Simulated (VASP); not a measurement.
Ho2O:

```
CELL_PARAMETERS angstrom
2.84677 0.00000 0.00000
-1.42339 2.46538 0.00000
0.00000 0.00000 16.39067
ATOMIC_POSITIONS crystal
Ho 0.66667 0.33333 0.50000
Ho 0.00000 0.00000 0.33374
Ho 0.00000 0.00000 0.00000
Ho 0.00000 0.00000 0.66626
O 0.66667 0.33333 0.16683
O 0.66667 0.33333 0.83317
```

The cell was generated, and may not be a known phase.

| Property | Result |
| --- | --- |
| Program | VASP 6.6.1 |
| Task | relaxation of cell and atoms |
| Functional | PBE |
| Potentials or basis | VASP PAW PBE potentials, release 64 (Ho_3, O), 4f in core |
| Cutoff | 600 eV |
| k mesh | 6 × 6 × 1 |
| Occupations | gaussian, width 0.2 eV |
| Spin | no spin polarisation |

At the start: pressure 16.0 GPa; volume 19.17 Å³/atom.

Problem. How do energy, volume and symmetry change on relaxing?

Solution. Over 19 steps the energy falls by 2692.6 meV/atom and the volume is 19.57 Å³/atom (+2.1 %); space group P-6m2 (No. 187, to 0.1 Å) before and after.

Step by step:
| step | energy change (eV) | largest force (eV/Å) | pressure (GPa) | volume (Å³) |
| --- | --- | --- | --- | --- |
| 1 | 0.0000 | 3.2527 | 15.99 | 115.04 |
| 2 | -9.3469 | 4.5099 | -7.30 | 144.32 |
| 3 | -10.8255 | 3.5217 | -12.62 | 157.47 |
| 4 | -10.7386 | 3.8727 | -11.32 | 153.96 |
| 5 | -13.3899 | 2.7074 | -4.22 | 124.87 |
| 6 | -13.3719 | 2.4684 | -2.56 | 121.80 |
| 7 | -14.6797 | 1.1398 | 6.97 | 110.46 |
| 8 | -14.7350 | 1.3108 | 10.37 | 107.71 |
| 9 | -15.6762 | 0.9158 | 1.68 | 117.60 |
| 10 | -15.7503 | 0.6863 | -2.17 | 123.49 |
| 11 | -15.7631 | 0.7592 | -1.15 | 121.75 |
| 12 | -15.8316 | 0.7681 | -0.86 | 120.29 |
| 13 | -15.9752 | 0.6072 | 0.53 | 115.93 |
| 14 | -15.6148 | 0.4938 | 8.58 | 107.39 |
| 15 | -15.9897 | 0.5125 | 1.11 | 114.79 |
| 16 | -16.0411 | 0.4144 | 1.16 | 114.71 |
| 17 | -16.1270 | 0.0833 | 2.00 | 114.44 |
| 18 | -16.1300 | 0.0439 | 2.40 | 114.36 |
| 19 | -16.1554 | 0.0122 | 0.29 | 117.42 |

Final structure:
```
Ho O
1.0
     3.33945    0.00000    0.00000
    -1.66972    2.89205    0.00000
     0.00000    0.00000   12.15808
Ho O
4 2
Direct
  0.66667 0.33333 0.50000
  0.00000 0.00000 0.26034
  0.00000 0.00000 0.00000
  0.00000 0.00000 0.73966
  0.66667 0.33333 0.11868
  0.66667 0.33333 0.88133
```

Caveat: the k points lie up to 0.52 Å⁻¹ apart in the final cell; a cell axis changed by over 15 % at a fixed basis, so the end point is rough; the run has no spin polarisation, though such a crystal can be magnetic.
